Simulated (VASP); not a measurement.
Here is a VASP 6.6.1 calculation.

The input INCAR:

```
  ALGO = Normal
  EDIFF = 1E-6
  EDIFFG = -0.01
  ENCUT = 600
  GGA = PE
  IBRION = 2
  ISIF = 3
  ISMEAR = 0
  LASPH = T
  LCHARG = F
  LREAL = F
  LWAVE = F
  NELM = 60
  NSW = 100
  PREC = Accurate
  SIGMA = 0.1
```

KPOINTS

```
k-points
0
Gamma
  12 12 6
```

The input POSCAR:

```
Nb2SnSe
1.0
    3.4020088507      0.0000000000      0.0000000000
   -1.7010044253      2.9462260886      0.0000000000
    0.0000000000      0.0000000000      7.7230445539
Nb Sn Se
2 1 1
Direct
    0.3333333333      0.6666666667      0.7269685724
    0.3333333333      0.6666666667      0.2730314276
    0.6666666667      0.3333333333      0.0000000000
    0.0000000000      0.0000000000      0.5000000000
```

Potentials or basis: VASP PAW PBE potentials, release 64 (Nb_sv, Sn_d, Se).

Launch:

```sh
$ cat potpaw_PBE.64/Nb_sv/POTCAR potpaw_PBE.64/Sn_d/POTCAR potpaw_PBE.64/Se/POTCAR > POTCAR
$ mpirun -np 1 vasp_std > vasp.out
```

Q: Estimate the space group after relaxing (to 0.1 Å).

A: P-6m2 (No. 187).

Q: What does it give for the band gap on the k mesh?

A: Zero (bands 23 and 24 overlap by 0.97 eV).

Final structure:
```xyz
4
Lattice="3.3792 0.0000 0.0000 -1.6896 2.9265 0.0000 0.0000 0.0000 7.7957" Properties=species:S:1:pos:R:3 pbc="T T T"
Nb    0.0000    1.9510    5.6510
Nb    0.0000    1.9510    2.1447
Sn    1.6896    0.9755    7.7957
Se    0.0000    0.0000    3.8979
```

Caveat: spin-orbit coupling is left out, which moves the levels of the heavy elements.
